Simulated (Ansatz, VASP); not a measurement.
B2SbN: VASP beside Ansatz

```
B Sb N
1.0
     3.34461    0.00000    0.00000
    -1.67231    2.89652    0.00000
     0.00000    0.00000    7.03393
B Sb N
2 1 1
Direct
  0.00000 0.00000 0.69612
  0.00000 0.00000 0.30388
  0.00000 0.00000 0.00000
  0.00000 0.00000 0.50000
```

Alike in both runs: task single point; functional PBE; k mesh 6 × 6 × 4; occupations gaussian, width 0.1 eV; no spin polarisation.

```csv
,VASP,Ansatz
version,VASP 6.6.1,Ansatz 0.2.0
potentials or method,"VASP PAW PBE potentials, release 64 (B, Sb_d_GW, N), cutoff 700 eV","scalar-relativistic, plane waves, PAW"
valence electrons in the cell,26,26
```

Ansatz gave:

```
gap on the k mesh at the Fermi level (eV)                     : none
pressure (GPa)                                                : -7.2
traceless stress, the component that is largest in VASP (GPa) : -4.07
rms of the force components (eV/Å)                            : 1.951
```

**Question.** Which values does VASP return?

**Answer.** gap on the k mesh at the Fermi level (eV): none; pressure (GPa): -7.4; traceless stress, the component that is largest in VASP (GPa): -4.14; rms of the force components (eV/Å): 1.951.

Atom by atom the forces differ by 0.000 eV/Å (rms over components). A gap of «none» marks a metal or a gap that the smearing closes.

The k mesh is coarse, so the values compare programs but aren't converged. Neither program's run includes spin-orbit coupling.
